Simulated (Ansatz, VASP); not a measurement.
## Two plane-wave programs on ZnSe

```
Zn Se
1.0
     0.00000    2.83242    2.83242
     2.83242    0.00000    2.83242
     2.83242    2.83242    0.00000
Zn Se
1 1
Cartesian
  0.0000 0.0000 0.0000
  1.4162 1.4162 1.4162
```

Alike in both runs: task single point; functional r2SCAN; k mesh 6 × 6 × 6; no spin polarisation.

|  | VASP | Ansatz |
| --- | --- | --- |
| version | VASP 6.6.1 | Ansatz 0.2.0 |
| potentials or method | VASP PAW PBE potentials, release 64 (Zn, Se) | plane waves, PAW |
| plane-wave cutoff (eV) | 520 | 500 |
| occupations | gaussian, width 0.01 eV | fixed |
| valence electrons in the cell | 18 | 28 |

|  | VASP | Ansatz | Ansatz less VASP |
| --- | --- | --- | --- |
| gap on the k mesh at the Fermi level (eV) | 1.87 | 1.87 | -0.004 |

VASP's potentials were made for PBE, not for r2SCAN. VASP's potentials hold 18 valence electrons a cell and Ansatz's 28, so a difference there can come from the potentials and not from the codes.
